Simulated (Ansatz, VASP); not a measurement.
F in VASP and in Ansatz

The input INCAR:

```
  ALGO = Normal
  EDIFF = 1E-6
  ENCUT = 520
  GGA = PE
  ISIF = 2
  ISMEAR = 0
  IVDW = 12
  LASPH = True
  LCHARG = True
  LELF = True
  LREAL = False
  LVHAR = True
  LWAVE = False
  NBANDS = 22
  NELM = 60
  PREC = Accurate
  SIGMA = 0.05
```

Contents of KPOINTS:

```
k-points
0
Gamma
  8 8 4
```

The input POSCAR:

```
F
1.0
    3.0464162034     -1.8232452337      0.3214972409
    3.0464162034      1.8232452337      0.3214972409
   -0.8586838444      0.0000000000      6.8667930224
F
4
Direct
    0.9138648456      0.5855481450      0.0939279973
    0.4144518550      0.0861351544      0.4060720027
    0.0861351544      0.4144518550      0.9060720027
    0.5855481450      0.9138648456      0.5939279973
```

Input for Ansatz:

```yaml
crystal:
  lattice:
    - [3.0464162034, -1.8232452337, 0.3214972409]
    - [3.0464162034, 1.8232452337, 0.3214972409]
    - [-0.8586838444, 0.0, 6.8667930224]
  atoms:
    - { symbol: F, position: [0.9138648456, 0.585548145, 0.0939279973] }
    - { symbol: F, position: [0.414451855, 0.0861351544, 0.4060720027] }
    - { symbol: F, position: [0.0861351544, 0.414451855, 0.9060720027] }
    - { symbol: F, position: [0.585548145, 0.9138648456, 0.5939279973] }
basis:
  ecutwfc: 520.0
kpoints:
  mp_grid: { grid: [8, 8, 4] }
hamiltonian:
  xc: pbe
  dispersion: d3bj
scf:
  occupations: { method: gaussian, width: 0.05 }
output:
  forces: true
  stress: true
  eigenvalues: true
```

Change from the starting cell: volume 19.322 Å^3 an atom, stretch along a over the lengths across it, relative to the relaxed cell 1.0620.

Alike in both runs: task single point; functional PBE; dispersion D3(BJ); k mesh 8 × 8 × 4; occupations gaussian, width 0.05 eV; no spin polarisation.

|  | VASP | Ansatz |
| --- | --- | --- |
| version | VASP 6.6.1 | Ansatz 0.2.0 |
| potentials or method | VASP PAW PBE potentials, release 64 (F), cutoff 520 eV | scalar-relativistic, plane waves, PAW |
| valence electrons in the cell | 28 | 28 |

|  | VASP | Ansatz | Ansatz less VASP |
| --- | --- | --- | --- |
| gap on the k mesh at the Fermi level (eV) | 2.73 | 2.80 | +0.067 |
| least direct gap on the mesh (eV) | 2.73 | 2.80 | +0.067 |
| pressure (GPa) | -1.6 | -1.8 | -0.21 |
| traceless stress, the component that is largest in VASP (GPa) | -1.33 | -2.27 | -0.945 |
| rms of the force components (eV/Å) | 0.271 | 0.461 | +0.1895 |

Atom by atom the forces differ by 0.190 eV/Å (rms over components).
